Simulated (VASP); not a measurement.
# Ga (I4/mmm) in VASP: notebook

Runs on Ga. Level: PBE. Tasks: single point.

Everything below comes from runs of VASP 6.6.1. Logs are shortened: lines on timing, memory, paths and dates and some standing lists are left out, and cuts for length are marked.

## Step 1: The cell of the first run

Symmetry: I4/mmm, No. 139, tetragonal system. The conventional cell has a = 2.750 Å, b = 2.750 Å, c = 4.591 Å, α = 90.00°, β = 90.00°, γ = 90.00°. Within 3.6 Å of Ga (site symmetry 4/mmm) lie 12 Ga at 2.75 to 3.01 Å.

## Step 2: Single point, PBE (volume scaled by 0.98)

Input file INCAR:

```
SYSTEM = Ga
  PREC = Accurate
  ENCUT = 520
  EDIFF = 1E-6
  ISMEAR = -1
  SIGMA = 0.05
  LREAL = .False.
  LASPH = .True.
  NELM = 100
  ALGO = Normal
  ISIF = 2
  LWAVE = .False.
  LCHARG = .True.
  GGA = PE
  LELF = .True.
  LVHAR = .True.
  NBANDS = 12
```

Input file KPOINTS:

```
regular mesh
0
Gamma
  13 13 13
  0 0 0
```

Input file POSCAR:

```
Ga
1.0
   -1.3751071731      1.3751071731      2.2957117997
    1.3751071731     -1.3751071731      2.2957117997
    1.3751071731      1.3751071731     -2.2957117997
Ga
1
Direct
    0.0000000000      0.0000000000      0.0000000000
```

Potentials or basis: VASP PAW PBE potentials, release 64 (Ga_d).

The run is started by

```console
> cat potpaw_PBE.64/Ga_d/POTCAR > POTCAR
> mpirun -np 1 vasp_std > vasp.out
```

OUTCAR:

```text
SYSTEM = Ga
   PREC = Accurate
   ENCUT = 520
   EDIFF = 1E-6
   ISMEAR = -1
   LREAL = .False.
   LASPH = .True.
   NELM = 100
   ISIF = 2
   GGA = PE

 ion  position               nearest neighbor table
   1  0.000  0.000  0.000-

  LATTYP: Found a body centered tetragonal cell.
 ALAT       =     2.7502143462
 C/A-ratio  =     1.6694784556

  Lattice vectors:

 A1 = (  -1.3751071731,   1.3751071731,   2.2957117997)
 A2 = (   1.3751071731,  -1.3751071731,   2.2957117997)
 A3 = (   1.3751071731,   1.3751071731,  -2.2957117997)

Analysis of symmetry for initial positions (statically):
=====================================================================
 Subroutine PRICEL returns:
 Original cell was already a primitive cell.

 Routine SETGRP: Setting up the symmetry group for a
 body centered tetragonal supercell.

 Subroutine GETGRP returns: Found 16 space group operations
 (whereof 16 operations were pure point group operations)
 out of a pool of 16 trial point group operations.

The static configuration has the point symmetry D_4h.

Analysis of symmetry for dynamics (positions and initial velocities):
=====================================================================
 Subroutine PRICEL returns:
 Original cell was already a primitive cell.

 Routine SETGRP: Setting up the symmetry group for a
 body centered tetragonal supercell.

 Subroutine GETGRP returns: Found 16 space group operations
 (whereof 16 operations were pure point group operations)
 out of a pool of 16 trial point group operations.

The dynamic configuration has the point symmetry D_4h.

 Subroutine INISYM returns: Found 16 space group operations
 (whereof 16 operations are pure point group operations),
 and found     1 'primitive' translations

----------------------------------------------------------------------------------------

                                     Primitive cell

  volume of cell :      17.3640

  direct lattice vectors                    reciprocal lattice vectors
    -1.375107173  1.375107173  2.295711800     0.000000000  0.363608023  0.217797373
     1.375107173 -1.375107173  2.295711800     0.363608023  0.000000000  0.217797373
     1.375107173  1.375107173 -2.295711800     0.363608023  0.363608023  0.000000000

  length of vectors
     3.008676144  3.008676144  3.008676144     0.423847248  0.423847248  0.514219397

  position of ions in fractional coordinates (direct lattice)
     0.000000000  0.000000000  0.000000000

  ion indices of the primitive-cell ions
   primitive index   ion index
                 1           1

----------------------------------------------------------------------------------------

 KPOINTS: regular mesh

Automatic generation of k-mesh.
 Grid dimensions read from file:
 generate k-points for:   13   13   13

 Generating k-lattice:

  Cartesian coordinates                     Fractional coordinates (reciprocal lattice)
     0.000000000  0.027969848  0.016753644     0.076923077  0.000000000 -0.000000000
     0.027969848  0.000000000  0.016753644     0.000000000  0.076923077 -0.000000000
     0.027969848  0.027969848  0.000000000     0.000000000  0.000000000  0.076923077

  Length of vectors
     0.032603634  0.032603634  0.039555338

  Shift w.r.t. Gamma in fractional coordinates (k-lattice)
     0.000000000  0.000000000  0.000000000

 Subroutine IBZKPT returns following result:
 ===========================================

 Found    196 irreducible k-points:

 Following reciprocal coordinates:
            Coordinates               Weight
  0.000000  0.000000  0.000000      1.000000
  0.076923  0.000000  0.000000      8.000000
  0.153846  0.000000 -0.000000      8.000000
  0.230769  0.000000 -0.000000      8.000000
  0.307692  0.000000 -0.000000      8.000000
  0.384615  0.000000 -0.000000      8.000000
[... 16 lines left out ...]
  0.384615  0.153846 -0.000000     16.000000
  0.461538  0.153846 -0.000000     16.000000
 [... further k-points ...]
   k-points           NKPTS =    196   k-points in BZ     NKDIM =    196   number of bands    NBANDS=     12
   number of dos      NEDOS =    301   number of ions     NIONS =      1
   total plane-waves  NPLWV =  13824
   dimension x,y,z NGX =    24 NGY =   24 NGZ =   24
   dimension x,y,z NGXF=    48 NGYF=   48 NGZF=   48
   ions per type =               1
   NGX,Y,Z   is equivalent  to a cutoff of  13.26, 13.26, 13.26 a.u.
   NGXF,Y,Z  is equivalent  to a cutoff of  26.52, 26.52, 26.52 a.u.
 SYSTEM =  Ga
   PREC   = accura    normal or accurate (medium, high low for compatibility)
   ISTART =      0    job   : 0-new  1-cont  2-samecut
   ICHARG =      2    charge: 1-file 2-atom 10-const
   ISPIN  =      1    spin polarized calculation?
   LNONCOLLINEAR =      F non collinear calculations
   LSORBIT =      F    spin-orbit coupling
   LASPH  =      T    aspherical Exc in radial PAW
   ENCUT  =  520.0 eV  38.22 Ry    6.18 a.u.   5.59  5.59  5.59*2*pi/ulx,y,z
   NELM   =    100;   NELMIN=  2; NELMDL= -5     # of ELM steps
   EDIFF  = 0.1E-05   stopping-criterion for ELM
   LREAL  =      F    real-space projection
   EDIFFG = 0.1E-04   stopping-criterion for IOM
   NSW    =      0    number of steps for IOM
   IBRION =     -1    ionic relax: 0-MD 1-quasi-New 2-CG
   NFREE  =      0    steps in history (QN), initial steepest desc. (CG)
   ISIF   =      2    stress and relaxation
   ISYM   =      2    0-nonsym 1-usesym 2-fastsym
   POTIM  = 0.5000    time-step for ionic-motion
   TEBEG  =    0.0;   TEEND  =   0.0 temperature during run
   PSTRESS=    0.0 pullay stress
   NELECT =      13.0000    total number of electrons
   NUPDOWN=      -1.0000    fix difference up-down
   EMIN   =  10.00;   EMAX   =-10.00  energy-range for DOS
   EFERMI =   0.00;   METHOD = LEGACY
   ISMEAR =    -1;   SIGMA  =   0.05  broadening in eV -4-tet -1-fermi 0-gaus
   EFERMI_NEDOS =   21; number of points for ismear=-14 and -15
   IALGO  =     38    algorithm
   IMIX   =      4    mixing-type and parameters
     AMIX     =   0.40;   BMIX     =  1.00
     AMIX_MAG =   1.60;   BMIX_MAG =  1.00
  volume/ion in A,a.u.               =      17.36       117.18
  Fermi-wavevector in a.u.,A,eV,Ry     =   1.486526  2.809127 30.065598  2.209759
  Thomas-Fermi vector in A             =   2.599801
   LORBIT       =      0    0 simple, 1 ext, 2 COOP (PROOUT), +10 PAW based schemes
   GGA     = PE    functional components
   LHFCALC =     F    Hartree Fock is set to
   AEXX    =    0.0000 exact exchange contribution
   IVDW    =     0    specifies the selected vdW correction
   LEPSILON=     F    determine dielectric tensor
   LRPA    =     F    only Hartree local field effects (RPA)
 non-spin polarized calculation
  energy-cutoff  :      520.00
  volume of cell :       17.36
 maximum number of plane-waves:       485
   NGX = 11   NGY = 11   NGZ = 11

 number of electron      13.0000000 magnetization

 Free energy of the ion-electron system (eV)
  ---------------------------------------------------
  ext. energy  EPLUGINS =         0.00000000
  ---------------------------------------------------
  free energy    TOTEN  =        -2.86653410 eV

  energy without entropy =       -2.86379968  energy(sigma->0) =       -2.86516689

 E-fermi :   6.3023     XC(G=0): -11.4381

 val. band max:        6.2838674846   @ k =  -0.1538  -0.3846   0.0769
 cond. band min:       6.3395512056   @ k =  -0.3077  -0.3846   0.0769
 fundamental gap:      0.0556837210
 Fermi energy:         6.3023292849

 k-point     1 :       0.0000    0.0000    0.0000
  band No.  band energies     occupation
      1      -8.7848      2.00000
      2      -8.6193      2.00000
      3      -8.5819      2.00000
      4      -8.5819      2.00000
      5      -8.4097      2.00000
      6      -5.3488      2.00000
      7      19.3011      0.00000
      8      19.5910      0.00000
      9      19.5910      0.00000
     10      22.9213      0.00000
     11      23.0468      0.00000
     12      23.8579      0.00000

 k-point     2 :       0.0769    0.0000    0.0000
  band No.  band energies     occupation
      1      -8.7738      2.00000
      2      -8.6162      2.00000
      3      -8.5853      2.00000
      4      -8.5751      2.00000
      5      -8.4155      2.00000
      6      -5.1855      2.00000
      7      17.6258      0.00000
      8      18.7516      0.00000
      9      19.4454      0.00000
     10      21.8599      0.00000
     11      22.9889      0.00000
     12      24.2998      0.00000

 k-point     3 :       0.1538    0.0000   -0.0000
  band No.  band energies     occupation
      1      -8.7513      2.00000
      2      -8.6242      2.00000
      3      -8.5732      2.00000
      4      -8.5580      2.00000
      5      -8.4300      2.00000
      6      -4.6912      2.00000
      7      14.3775      0.00000
      8      17.5628      0.00000
      9      19.1651      0.00000
     10      20.9247      0.00000
     11      22.2663      0.00000
     12      25.4057      0.00000
[... 286 lines left out ...]
 k-point    23 :       0.3846    0.1538   -0.0000
  band No.  band energies     occupation
      1      -8.7134      2.00000
      2      -8.6648      2.00000
      3      -8.5778      2.00000
      4      -8.4606      2.00000
      5      -8.3976      2.00000
      6       0.3453      2.00000
      7       4.6097      2.00000
      8      12.9720      0.00000
      9      14.3208      0.00000
     10      19.4902      0.00000
     11      21.0999      0.00000
     12      26.8152      0.00000

 k-point    24 :       0.4615    0.1538   -0.0000
  band No.  band energies     occupation
      1      -8.7307      2.00000
      2      -8.6591      2.00000
      3      -8.5878      2.00000
      4      -8.4649      2.00000
      5      -8.3632      2.00000
      6       1.9569      2.00000
      7       2.6967      2.00000
      8      12.9533      0.00000
      9      14.7501      0.00000
     10      18.6250      0.00000
     11      21.0155      0.00000
     12      27.4628      0.00000

 [... further k-points ...]
[... 5 lines left out ...]
  --------------------------------------------------------------------------------------
  -------------------------------------------------------------------------------------
  Total        0.5685911      0.5685911      0.4913886      0.0000000     -0.0000000      0.0000000
  in kB       52.4638548     52.4638548     45.3403887      0.0000000     -0.0000000      0.0000000
  external PRESSURE =      50.0893661 kB  Pullay stress =       0.0000000 kB

 VOLUME and BASIS-vectors are now :
 -----------------------------------------------------------------------------
  energy-cutoff  :      520.00
  volume of cell :       17.36
      direct lattice vectors                 reciprocal lattice vectors
    -1.375107173  1.375107173  2.295711800     0.000000000  0.363608023  0.217797373
     1.375107173 -1.375107173  2.295711800     0.363608023  0.000000000  0.217797373
     1.375107173  1.375107173 -2.295711800     0.363608023  0.363608023  0.000000000

 POSITION                                       TOTAL-FORCE (eV/Angst)
 -----------------------------------------------------------------------------------
      0.00000      0.00000      0.00000        -0.000000     -0.000000      0.000000
 -----------------------------------------------------------------------------------
    total drift:                               -0.000000      0.000000      0.000000

  FREE ENERGIE OF THE ION-ELECTRON SYSTEM (eV)
  ---------------------------------------------------
  free  energy   TOTEN  =        -2.8665340987 eV

  energy  without entropy=       -2.8637996790  energy(sigma->0) =       -2.86516689
```

It took 11 s on 1 thread of Intel Xeon 6975P-C (Granite Rapids), shared host; peak memory 0.16 GiB.

Results:

- Free energy: -2.8665 eV
- Pressure: 5.0 GPa

Levels at points of the mesh, in eV from the Fermi level:
```tsv
k point	band 4	band 5	band 6	band 7	band 8	band 9
(0.00, 0.00, 0.00)	-14.88	-14.71	-11.65	13.00	13.29	13.29
```

Caveat: the cell differs from its parent crystal (volume scaled by 0.98).

## Step 3: Single point, PBE

This run uses another cell than the first one, of 17.72 Å³/atom, 1.020 times its volume.

Input file INCAR:

```
SYSTEM = Ga
PREC = Accurate ; ENCUT = 520
EDIFF = 1E-7 ; ISMEAR = -1
SIGMA = 0.05 ; LREAL = .False.
LASPH = .True. ; NELM = 80
ALGO = Fast ; ISIF = 2
LWAVE = .False. ; LCHARG = .False.
GGA = PE ; NBANDS = 12
```

KPOINTS is that of step 2.

Input file POSCAR:

```
Ga
1.0
   -1.3843987196      1.3843987196      2.3112238365
    1.3843987196     -1.3843987196      2.3112238365
    1.3843987196      1.3843987196     -2.3112238365
Ga
1
Direct
    0.0000000000      0.0000000000      0.0000000000
```

Potentials or basis: VASP PAW PBE potentials, release 64 (Ga_d).

The run is started by

```console
> cat potpaw_PBE.64/Ga_d/POTCAR > POTCAR
> mpirun -np 1 vasp_std > vasp.out
```

Run time: 14 s. Hardware: 1 thread of Intel Xeon 6975P-C (Granite Rapids), shared host; peak memory 0.16 GiB.

The run converged. Its results:

| Item | Value |
| --- | --- |
| Free energy | -2.8761 eV |
| Pressure | 3.4 GPa |

Stress tensor (GPa, compression positive):
```
3.59 0.00 0.00
0.00 3.59 0.00
0.00 0.00 3.09
```

Levels at points of the mesh, in eV from the Fermi level:
```
           k point  band 4  band 5  band 6  band 7  band 8  band 9
(0.00, 0.00, 0.00)  -14.86  -14.70  -11.48   12.75   13.06   13.06
```

[end of part 1 of 2]
